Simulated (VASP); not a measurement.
# BAs (zincblende type): relaxation of cell and atoms with PBE

BAs (zincblende type):

```
B As
1.0
     0.00000    2.40620    2.40620
     2.40620    0.00000    2.40620
     2.40620    2.40620    0.00000
B As
1 1
Direct
  0.00000 0.00000 0.00000
  0.25000 0.25000 0.25000
```

| Property | Result |
| --- | --- |
| Program | VASP 6.6.1 |
| Task | relaxation of cell and atoms |
| Functional | PBE |
| Potentials or basis | VASP PAW PBE potentials, release 64 (B, As) |
| Cutoff | 600 eV |
| k mesh | 14 × 14 × 14 |
| Occupations | fermi-dirac, width 0.08 eV |
| Spin | no spin polarisation |
| Dipole correction | no |
| Further INCAR settings | ALGO = Normal; EDIFF = 1e-06; IBRION = 2; EDIFFG = -0.005; NSW = 60; ISIF = 3 |

```json
{
  "Relaxed volume": "13.97 Å³/atom",
  "Relaxed cell": "a = 3.406 Å, b = 3.406 Å, c = 3.406 Å, α = 60.00°, β = 60.00°, γ = 60.00°",
  "Space group after relaxing (to 0.05 Å)": "F-43m (No. 216)",
  "Energy gained by relaxing": "0.0 meV/atom",
  "Ionic steps": "3",
  "Pressure after relaxing": "0.0 GPa",
  "Band gap on the k mesh": "1.22 eV, indirect (least direct gap 3.25 eV)"
}
```

Final structure:
```yaml
crystal:
  lattice:
    - [0.00000, 2.40819, 2.40819]
    - [2.40819, 0.00000, 2.40819]
    - [2.40819, 2.40819, 0.00000]
  atoms:
    - { symbol: B, position: [0.00000, 0.00000, 0.00000] }
    - { symbol: As, position: [0.25000, 0.25000, 0.25000] }
```

Levels at points of the mesh, in eV from the valence-band top:
```tsv
k point	band 1	band 2	band 3	band 4	band 5	band 6	band 7	band 8
(0.00, 0.00, 0.00)	-15.18	0.00	0.00	0.00	3.25	3.25	3.25	4.38
(0.50, 0.00, 0.00)	-12.40	-8.61	-1.78	-1.78	2.55	4.75	4.75	8.82
(0.50, 0.50, 0.00)	-11.12	-8.39	-3.98	-3.98	1.46	1.46	11.13	11.13
```

Wall time 88 s on 1 thread of Intel Xeon 6975P-C (shared host), peak memory 0.19 GiB.

A k mesh can miss the band edges.
